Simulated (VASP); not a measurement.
# Co3C in VASP: a series of runs, part 2 of 2

VASP 6.6.1. Earlier steps stand in the parts before.

## (3) Single point, PBEsol, collinear spin, ferromagnetic start

INCAR

```
  PREC = Accurate
  ENCUT = 520
  EDIFF = 1E-7
  ISMEAR = 0
  SIGMA = 0.1
  LREAL = False
  LASPH = True
  NELM = 150
  ALGO = Normal
  ISIF = 2
  LWAVE = False
  LCHARG = False
  ISPIN = 2
  MAGMOM = 1.94 1.89 1.94 2
  LORBIT = 11
  LMAXMIX = 4
  LDIPOL = True
  IDIPOL = 3
  DIPOL = 0.5 0.5 0.488
  GGA = PS
  NBANDS = 28
```

KPOINTS

```
Automatic mesh
0
Gamma
  12 12 1
```

POSCAR

```
Co3C
1.0
    2.4564222732      0.0000000000      0.0000000000
   -1.2282111366      2.1273240910      0.0000000000
    0.0000000000      0.0000000000     22.9694135544
Co C
3 1
Direct
    0.3333333333      0.6666666667      0.3700573364
    0.6666666667      0.3333333333      0.4551379596
    0.3333333333      0.6666666667      0.5402158258
    0.6666666667      1.3333333333      0.5872549016
```

Potentials or basis: VASP PAW PBE potentials, release 64 (Co, C).

Command:

```
$ cat potpaw_PBE.64/Co/POTCAR potpaw_PBE.64/C/POTCAR > POTCAR
$ mpirun -np 1 vasp_std > vasp.out
```

OUTCAR:

```text
PREC = Accurate
   ENCUT = 520
   EDIFF = 1E-7
   ISMEAR = 0
   LREAL = False
   LASPH = True
   NELM = 150
   ISIF = 2
   ISPIN = 2
   LORBIT = 11
   GGA = PS

 ion  position               nearest neighbor table
   1  0.333  0.667  0.370-   2 2.41   2 2.41   2 2.41
   2  0.667  0.333  0.455-   3 2.41   3 2.41   3 2.41   1 2.41   1 2.41   1 2.41
   3  0.333  0.667  0.540-   4 1.78   4 1.78   4 1.78   2 2.41   2 2.41   2 2.41
   4  0.667  0.333  0.587-   3 1.78   3 1.78   3 1.78

  LATTYP: Found a hexagonal cell.
 ALAT       =     2.4564222732
 C/A-ratio  =     9.3507593564

  Lattice vectors:

 A1 = (   2.4564222732,   0.0000000000,   0.0000000000)
 A2 = (  -1.2282111366,   2.1273240910,   0.0000000000)
 A3 = (   0.0000000000,   0.0000000000,  22.9694135544)

Analysis of symmetry for initial positions (statically):
=====================================================================
 Subroutine PRICEL returns:
 Original cell was already a primitive cell.

 Routine SETGRP: Setting up the symmetry group for a
 hexagonal supercell.

 Subroutine GETGRP returns: Found  6 space group operations
 (whereof  6 operations were pure point group operations)
 out of a pool of 24 trial point group operations.

The static configuration has the point symmetry C_3v.

Analysis of symmetry for dynamics (positions and initial velocities):
=====================================================================
 Subroutine PRICEL returns:
 Original cell was already a primitive cell.

 Routine SETGRP: Setting up the symmetry group for a
 hexagonal supercell.

 Subroutine GETGRP returns: Found  6 space group operations
 (whereof  6 operations were pure point group operations)
 out of a pool of 24 trial point group operations.

The dynamic configuration has the point symmetry C_3v.

Analysis of structural, dynamic, and magnetic symmetry:
[... 162 lines left out ...]

 val. band max:       -0.4971403286   @ k =   0.4167   0.0833   0.0000
 cond. band min:      -0.4593665214   @ k =   0.2500   0.0000   0.0000
 fundamental gap:      0.0377738072
 Fermi energy:        -0.4663409206

 spin component 1

 k-point     1 :       0.0000    0.0000    0.0000
  band No.  band energies     occupation
      1     -14.9009      1.00000
      2      -8.8754      1.00000
      3      -7.3415      1.00000
      4      -6.2665      1.00000
      5      -4.2108      1.00000
      6      -4.2108      1.00000
[... 559 lines left out ...]
     26      10.7058      0.00000
     27      11.2833      0.00000
 Fermi energy:        -0.4663409206

 spin component 2

 k-point     1 :       0.0000    0.0000    0.0000
  band No.  band energies     occupation
      1     -14.7593      1.00000
      2      -8.7552      1.00000
      3      -6.9921      1.00000
      4      -5.7316      1.00000
      5      -3.9088      1.00000
      6      -3.9088      1.00000
[... 559 lines left out ...]
     26      11.0128      0.00000
     27      11.7042      0.00000
 [bands above 27 left out]

------------------------ aborting loop because EDIFF is reached ----------------------------------------

 vacuum level on the upper side and lower side of the slab       (xc-potential included)         0.161        -0.262

  FORCE on cell =-STRESS in cart. coord.  units (eV):
  Direction    XX          YY          ZZ          XY          YZ          ZX
  --------------------------------------------------------------------------------------
  -------------------------------------------------------------------------------------
  Total        4.2800319      4.2800319      1.8153769     -0.0000000      0.0000000      0.0000000
  in kB       57.1308902     57.1308902     24.2320851     -0.0000000      0.0000000      0.0000000
  external PRESSURE =      46.1646218 kB  Pullay stress =       0.0000000 kB

 VOLUME and BASIS-vectors are now :
 -----------------------------------------------------------------------------
  energy-cutoff  :      520.00
  volume of cell :      120.03
      direct lattice vectors                 reciprocal lattice vectors
     2.456422273  0.000000000  0.000000000     0.407096130  0.235037060  0.000000000
    -1.228211137  2.127324091  0.000000000     0.000000000  0.470074120  0.000000000
     0.000000000  0.000000000 22.969413554     0.000000000  0.000000000  0.043536157

 POSITION                                       TOTAL-FORCE (eV/Angst)
 -----------------------------------------------------------------------------------
     -0.00000      1.41822      8.50000        -0.000000      0.000000      0.276803
      1.22821      0.70911     10.45425        -0.000000      0.000000     -1.404005
     -0.00000      1.41822     12.40844        -0.000000      0.000000      0.977244
      1.22821      0.70911     13.48890         0.000000     -0.000000      0.149957
 -----------------------------------------------------------------------------------
    total drift:                                0.000000      0.000000     -0.000083

  FREE ENERGIE OF THE ION-ELECTRON SYSTEM (eV)
  ---------------------------------------------------
  free  energy   TOTEN  =       -28.8951822585 eV

  energy  without entropy=      -28.8822403657  energy(sigma->0) =      -28.88871131

 vacuum level on the upper side and lower side of the slab         5.198         4.762

 total charge

# of ion       s       p       d       tot
------------------------------------------
    1        0.496   0.443   7.248   8.188
    2        0.512   0.583   7.305   8.400
    3        0.599   0.881   7.676   9.156
    4        0.979   1.322   0.000   2.301
--------------------------------------------------
tot          2.586   3.229  22.229  28.045

 magnetization (x)

# of ion       s       p       d       tot
------------------------------------------
    1       -0.009  -0.041   1.761   1.711
    2       -0.011  -0.037   1.671   1.624
    3        0.010  -0.016   0.399   0.393
    4        0.020   0.081   0.000   0.100
--------------------------------------------------
tot          0.010  -0.013   3.832   3.828
```

stdout:

```text
POSCAR found type information on POSCAR CoC
 POSCAR found :  2 types and       4 ions
 scaLAPACK will be used
 -----------------------------------------------------------------------------
|                                                                             |
|                                                                             |
|     You enforced a specific xc type in the INCAR file but a different       |
|     I HOPE YOU KNOW WHAT YOU ARE DOING!                                     |
|                                                                             |
 -----------------------------------------------------------------------------

 LDA part: xc-table for (Slater+PW92), standard interpolation
 POSCAR, INCAR and KPOINTS ok, starting setup
 FFT: planning ... GRIDC
 FFT: planning ... GRID_SOFT
 FFT: planning ... GRID
 WAVECAR not read
 entering main loop
```

It took 11 min on 1 thread of Intel Xeon 8259CL, shared host; peak memory 0.33 GiB.

What came out:

```
Free energy                                           : -28.8952 eV
Largest force                                         : 1.404 eV/Å
Net moment                                            : 3.89 μB per cell
Site moments                                          : Co +1.71, +1.62, +0.39; C +0.10 μB
Valence electrons inside the program's atomic spheres : Co 8.19, 8.40, 9.16; C 2.30
```

Forces in eV/Å, atoms in the order of the input:
```
Co   0.000  0.000  0.277
Co   0.000  0.000 -1.404
Co   0.000  0.000  0.977
C    0.000  0.000  0.150
```

Levels at points of the mesh, in eV from the Fermi level:
Spin up:
| k point | band 15 | band 16 | band 17 | band 18 | band 19 | band 20 | band 21 | band 22 |
| --- | --- | --- | --- | --- | --- | --- | --- | --- |
| (0.00, 0.00, 0.00) | -1.39 | -1.39 | -0.93 | -0.93 | -0.64 | 0.32 | 5.04 | 5.45 |
| (0.50, 0.00, 0.00) | -0.57 | -0.49 | -0.42 | 0.33 | 1.44 | 2.84 | 3.98 | 7.09 |
Spin down:
```
           k point  band 10  band 11  band 12  band 13  band 14  band 15  band 16  band 17
(0.00, 0.00, 0.00)    -1.28    -1.00    -1.00    -0.83    -0.83    -0.26     0.33     0.33
(0.50, 0.00, 0.00)    -0.94    -0.75    -0.21     0.20     0.40     0.75     1.17     1.24
```

Caveat: the PAW data sets were made with another functional, which shifts forces and pressure a little.

## (4) Single point, PBEsol, collinear spin, ferromagnetic start

INCAR

```
PREC = Accurate
ENCUT = 520
EDIFF = 1E-7
ISMEAR = 0
SIGMA = 0.1
LREAL = F
LASPH = T
NELM = 150
ALGO = Normal
ISIF = 2
LWAVE = F
LCHARG = F
ISPIN = 2
MAGMOM = 1.94 1.89 1.94 2
LORBIT = 11
LMAXMIX = 4
LDIPOL = T
IDIPOL = 3
DIPOL = 0.5 0.5 0.488
GGA = PS
NBANDS = 28
```

KPOINTS

```
regular mesh
0
Gamma
  12 12 1
```

POSCAR: that of step 3 with these lines changed.

```diff
@@ -11,2 +11,2 @@
     0.3333333333      0.6666666667      0.5402158258
-    0.6666666667      1.3333333333      0.5872549016
+    1.0000000000      1.0000000000      0.5878933019
```

Potentials or basis: VASP PAW PBE potentials, release 64 (Co, C).

Command:

```
$ cat potpaw_PBE.64/Co/POTCAR potpaw_PBE.64/C/POTCAR > POTCAR
$ mpirun -np 1 vasp_std > vasp.out
```

OUTCAR:

```text
PREC = Accurate
   ENCUT = 520
   EDIFF = 1E-7
   ISMEAR = 0
   LREAL = F
   LASPH = T
   NELM = 150
   ISIF = 2
   ISPIN = 2
   LORBIT = 11
   GGA = PS

 ion  position               nearest neighbor table
   1  0.333  0.667  0.370-   2 2.41   2 2.41   2 2.41
   2  0.667  0.333  0.455-   3 2.41   3 2.41   3 2.41   1 2.41   1 2.41   1 2.41
   3  0.333  0.667  0.540-   4 1.79   4 1.79   4 1.79   2 2.41   2 2.41   2 2.41
   4  0.000  0.000  0.588-   3 1.79   3 1.79   3 1.79

  LATTYP: Found a hexagonal cell.
 ALAT       =     2.4564222732
 C/A-ratio  =     9.3507593564

  Lattice vectors:

 A1 = (   2.4564222732,   0.0000000000,   0.0000000000)
 A2 = (  -1.2282111366,   2.1273240910,   0.0000000000)
 A3 = (   0.0000000000,   0.0000000000,  22.9694135544)

Analysis of symmetry for initial positions (statically):
=====================================================================
 Subroutine PRICEL returns:
 Original cell was already a primitive cell.

 Routine SETGRP: Setting up the symmetry group for a
 hexagonal supercell.

 Subroutine GETGRP returns: Found  6 space group operations
 (whereof  6 operations were pure point group operations)
 out of a pool of 24 trial point group operations.

The static configuration has the point symmetry C_3v.

Analysis of symmetry for dynamics (positions and initial velocities):
=====================================================================
 Subroutine PRICEL returns:
 Original cell was already a primitive cell.

 Routine SETGRP: Setting up the symmetry group for a
 hexagonal supercell.

 Subroutine GETGRP returns: Found  6 space group operations
 (whereof  6 operations were pure point group operations)
 out of a pool of 24 trial point group operations.

The dynamic configuration has the point symmetry C_3v.

Analysis of structural, dynamic, and magnetic symmetry:
[... 162 lines left out ...]

 val. band max:       -0.5309196767   @ k =   0.5000   0.0000   0.0000
 cond. band min:      -0.4649432410   @ k =   0.2500   0.0000   0.0000
 fundamental gap:      0.0659764357
 Fermi energy:        -0.5187311940

 spin component 1

 k-point     1 :       0.0000    0.0000    0.0000
  band No.  band energies     occupation
      1     -14.8691      1.00000
      2      -8.8815      1.00000
      3      -7.2999      1.00000
      4      -6.2579      1.00000
      5      -4.1521      1.00000
      6      -4.1521      1.00000
[... 559 lines left out ...]
     26      11.2774      0.00000
     27      11.8148      0.00000
 Fermi energy:        -0.5187311940

 spin component 2

 k-point     1 :       0.0000    0.0000    0.0000
  band No.  band energies     occupation
      1     -14.7153      1.00000
      2      -8.7615      1.00000
      3      -6.9559      1.00000
      4      -5.7247      1.00000
      5      -3.8405      1.00000
      6      -3.8405      1.00000
[... 559 lines left out ...]
     26      11.7039      0.00000
     27      12.0924      0.00000
 [bands above 27 left out]

------------------------ aborting loop because EDIFF is reached ----------------------------------------

 vacuum level on the upper side and lower side of the slab       (xc-potential included)         0.223        -0.293

  FORCE on cell =-STRESS in cart. coord.  units (eV):
  Direction    XX          YY          ZZ          XY          YZ          ZX
  --------------------------------------------------------------------------------------
  -------------------------------------------------------------------------------------
  Total        3.7521646      3.7521646      2.1980289      0.0000000     -0.0000000      0.0000000
  in kB       50.0847923     50.0847923     29.3398165      0.0000000     -0.0000000      0.0000000
  external PRESSURE =      43.1698003 kB  Pullay stress =       0.0000000 kB

 VOLUME and BASIS-vectors are now :
 -----------------------------------------------------------------------------
  energy-cutoff  :      520.00
  volume of cell :      120.03
      direct lattice vectors                 reciprocal lattice vectors
     2.456422273  0.000000000  0.000000000     0.407096130  0.235037060  0.000000000
    -1.228211137  2.127324091  0.000000000     0.000000000  0.470074120  0.000000000
     0.000000000  0.000000000 22.969413554     0.000000000  0.000000000  0.043536157

 POSITION                                       TOTAL-FORCE (eV/Angst)
 -----------------------------------------------------------------------------------
     -0.00000      1.41822      8.50000         0.000000     -0.000000      0.302033
      1.22821      0.70911     10.45425        -0.000000     -0.000000     -1.658693
     -0.00000      1.41822     12.40844        -0.000000     -0.000000      1.223857
      0.00000      0.00000     13.50356         0.000000      0.000000      0.132803
 -----------------------------------------------------------------------------------
    total drift:                               -0.000000      0.000000     -0.000123

  FREE ENERGIE OF THE ION-ELECTRON SYSTEM (eV)
  ---------------------------------------------------
  free  energy   TOTEN  =       -28.8397996357 eV

  energy  without entropy=      -28.8266397135  energy(sigma->0) =      -28.83321967

 vacuum level on the upper side and lower side of the slab         5.259         4.726

 total charge

# of ion       s       p       d       tot
------------------------------------------
    1        0.496   0.442   7.252   8.189
    2        0.515   0.581   7.301   8.398
    3        0.594   0.873   7.662   9.129
    4        0.981   1.309   0.000   2.290
--------------------------------------------------
tot          2.586   3.205  22.216  28.006

 magnetization (x)

# of ion       s       p       d       tot
------------------------------------------
    1       -0.010  -0.045   1.745   1.690
    2       -0.010  -0.036   1.687   1.640
    3        0.010  -0.013   0.380   0.376
    4        0.018   0.090   0.000   0.108
--------------------------------------------------
tot          0.008  -0.004   3.811   3.815
```

OSZICAR:

```text
N       E                     dE             d eps       ncg     rms          rms(c)
DAV:   1     0.233275545634E+03    0.23328E+03   -0.13127E+04  2128   0.106E+03
DAV:   2    -0.949927997232E+01   -0.24277E+03   -0.22221E+03  2228   0.260E+02
DAV:   3    -0.327138291405E+02   -0.23215E+02   -0.21841E+02  2708   0.100E+02
[... 48 lines left out ...]
DAV:  52    -0.288397991242E+02   -0.26892E-06   -0.16461E-09  1668   0.316E-04    0.133E-04
DAV:  53    -0.288397993212E+02   -0.19698E-06   -0.13060E-09  1668   0.110E-04    0.113E-04
DAV:  54    -0.288397995066E+02   -0.18541E-06   -0.13952E-09  1604   0.141E-04    0.690E-05
DAV:  55    -0.288397996193E+02   -0.11274E-06   -0.12151E-09  1580   0.110E-04    0.381E-05
DAV:  56    -0.288397996357E+02   -0.16390E-07   -0.20638E-10  1560   0.658E-05
   1 F= -.28839800E+02 E0= -.28833220E+02  d E =-.131599E-01  mag=     3.8760
```

stdout:

```text
POSCAR found type information on POSCAR CoC
 POSCAR found :  2 types and       4 ions
 scaLAPACK will be used
 -----------------------------------------------------------------------------
|                                                                             |
|                                                                             |
|     You enforced a specific xc type in the INCAR file but a different       |
|     I HOPE YOU KNOW WHAT YOU ARE DOING!                                     |
|                                                                             |
 -----------------------------------------------------------------------------

 LDA part: xc-table for (Slater+PW92), standard interpolation
 POSCAR, INCAR and KPOINTS ok, starting setup
 FFT: planning ... GRIDC
 FFT: planning ... GRID_SOFT
 FFT: planning ... GRID
 WAVECAR not read
 entering main loop
```

Wall time 10 min (1 thread of Intel Xeon 8259CL, shared host); peak memory 0.33 GiB.

Results:

```yaml
Free_energy: -28.8398 eV
Largest_force: 1.659 eV/Å
Net_moment: 3.88 μB per cell
Site_moments: Co +1.69, +1.64, +0.38; C +0.11 μB
Valence_electrons_inside_the_program's_atomic_spheres: Co 8.19, 8.40, 9.13; C 2.29
```

Forces in eV/Å, atoms in the order of the input:
```
Co   0.000  0.000  0.302
Co   0.000  0.000 -1.659
Co   0.000  0.000  1.224
C    0.000  0.000  0.133
```

Levels at points of the mesh, in eV from the Fermi level:
Spin up:
```
           k point  band 14  band 15  band 16  band 17  band 18  band 19  band 20  band 21  band 22  band 23
(0.00, 0.00, 0.00)    -1.78    -1.44    -1.44    -0.91    -0.91    -0.62     0.30     5.06     5.54     5.73
(0.50, 0.00, 0.00)    -0.64    -0.51    -0.43    -0.39     0.54     1.43     2.88     4.00     7.06     7.26
```
Spin down:
```tsv
k point	band 10	band 11	band 12	band 13	band 14	band 15	band 16	band 17
(0.00, 0.00, 0.00)	-1.25	-0.86	-0.86	-0.81	-0.81	-0.24	0.33	0.33
(0.50, 0.00, 0.00)	-0.86	-0.64	-0.13	-0.01	0.76	0.88	1.09	1.23
```

Caveat: the PAW data sets were made with another functional, which shifts forces and pressure a little.

## (5) Summary

| cell | gap on the mesh (eV) | moment (μB) | largest force (eV/Å) |
| --- | --- | --- | --- |
| as given, atomic positions A | none | 4.00 | 1.08 |
| as given, atomic positions B | none | 3.89 | 1.40 |
| as given, atomic positions C | none | 3.88 | 1.66 |

Alike in all rows: task single point; level PBEsol; potentials or basis VASP PAW PBE potentials, release 64 (Co, C); spin collinear, ferromagnetic start; k mesh 12 × 12 × 1; cutoff (eV) 520; smearing gaussian 0.1 eV.

Caveats: the PAW data sets were made with another functional, which shifts forces and pressure a little.

Total energies depend on the potentials used, so only differences within one code and one set of settings carry meaning.
